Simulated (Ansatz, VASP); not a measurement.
## Ba3TaH9: VASP beside Ansatz

Contents of INCAR:

```
SYSTEM = Ba3TaH9
PREC = Accurate
ENCUT = 600
EDIFF = 1E-6
ISMEAR = 0
SIGMA = 0.1
LREAL = .False.
LASPH = .True.
NELM = 60
ALGO = Normal
ISIF = 3
LWAVE = .False.
LCHARG = .False.
GGA = PE
IBRION = 2
NSW = 90
EDIFFG = -0.04
```

File KPOINTS:

```
Automatic mesh
0
Gamma
  3 3 2
  0 0 0
```

Contents of POSCAR:

```
Ba3TaH9
1.0
    6.4439100000      0.0000000000      0.0000000000
   -3.2219550000      5.5805897600      0.0000000000
    0.0000000000      0.0000000000      8.1193266000
Ba Ta H
3 1 9
Direct
    0.6666666700      0.3333333300      0.6666666700
    0.0000000000      0.0000000000      0.0000000000
    0.3333333300      0.6666666700      0.3333333300
    0.0000000000      0.0000000000      0.5000000000
    0.1666666700      0.3333333300      0.6666666700
    0.6666666700      0.8333333300      0.6666666700
    0.1666666700      0.8333333300      0.6666666700
    0.5000000000      0.0000000000      0.0000000000
    0.0000000000      0.5000000000      0.0000000000
    0.5000000000      0.5000000000      0.0000000000
    0.8333333300      0.6666666700      0.3333333300
    0.3333333300      0.1666666700      0.3333333300
    0.8333333300      0.1666666700      0.3333333300
```

Input for Ansatz:

```yaml
crystal:
  lattice:
    - [6.44391, 0.0, 0.0]
    - [-3.221955, 5.58058976, 0.0]
    - [0.0, 0.0, 8.1193266]
  atoms:
    - { symbol: Ba, position: [0.66666667, 0.33333333, 0.66666667] }
    - { symbol: Ba, position: [0.0, 0.0, 0.0] }
    - { symbol: Ba, position: [0.33333333, 0.66666667, 0.33333333] }
    - { symbol: Ta, position: [0.0, 0.0, 0.5] }
    - { symbol: H, position: [0.16666667, 0.33333333, 0.66666667] }
    - { symbol: H, position: [0.66666667, 0.83333333, 0.66666667] }
    - { symbol: H, position: [0.16666667, 0.83333333, 0.66666667] }
    - { symbol: H, position: [0.5, 0.0, 0.0] }
    - { symbol: H, position: [0.0, 0.5, 0.0] }
    - { symbol: H, position: [0.5, 0.5, 0.0] }
    - { symbol: H, position: [0.83333333, 0.66666667, 0.33333333] }
    - { symbol: H, position: [0.33333333, 0.16666667, 0.33333333] }
    - { symbol: H, position: [0.83333333, 0.16666667, 0.33333333] }
basis:
  ecutwfc: 420
kpoints:
  mp_grid: { grid: [3, 3, 2] }
hamiltonian:
  xc: pbe
scf:
  occupations: { method: gaussian, width: 0.1 }
  lower_state_search: "off"
output:
  forces: true
  stress: true
  eigenvalues: true
relax:
  adjacent_minimum: "off"
  f_tol: 0.04
  max_steps: 70
  cell: { stress_tol: 0.4 }
```

Alike in both runs: task relaxation of cell and atoms; functional PBE; k mesh 3 × 3 × 2; occupations gaussian, width 0.1 eV; no spin polarisation.

|  | VASP | Ansatz |
| --- | --- | --- |
| version | VASP 6.6.1 | Ansatz 0.2.0 |
| potentials or method | VASP PAW PBE potentials, release 64 (Ba_sv, Ta_pv, H), cutoff 600 eV | scalar-relativistic, plane waves, PAW |
| valence electrons in the cell | 50 | 52 |

Ansatz gave:

| Quantity | Value |
| --- | --- |
| gap on the k mesh at the Fermi level, each at its own relaxed structure (eV) | none |
| relaxed volume (Å³/atom) | 15.98 |
| relaxed length of the cell vector where the two differ most in proportion (Å) | 5.793 |

**Question.** What did VASP give for the same quantities?

**Answer.** gap on the k mesh at the Fermi level, each at its own relaxed structure (eV): none; relaxed volume (Å³/atom): 16.23; relaxed length of the cell vector where the two differ most in proportion (Å): 5.830.

A gap of «none» marks a metal or a gap that the smearing closes. VASP's potentials hold 50 valence electrons a cell and Ansatz's 52, so a difference there can come from the potentials and not from the codes.

The k mesh is coarse, so the values compare programs but aren't converged. Spin-orbit coupling is off throughout. Noted on VASP's run: the volume moved by over 15 % at a fixed basis, so the end points are rough.
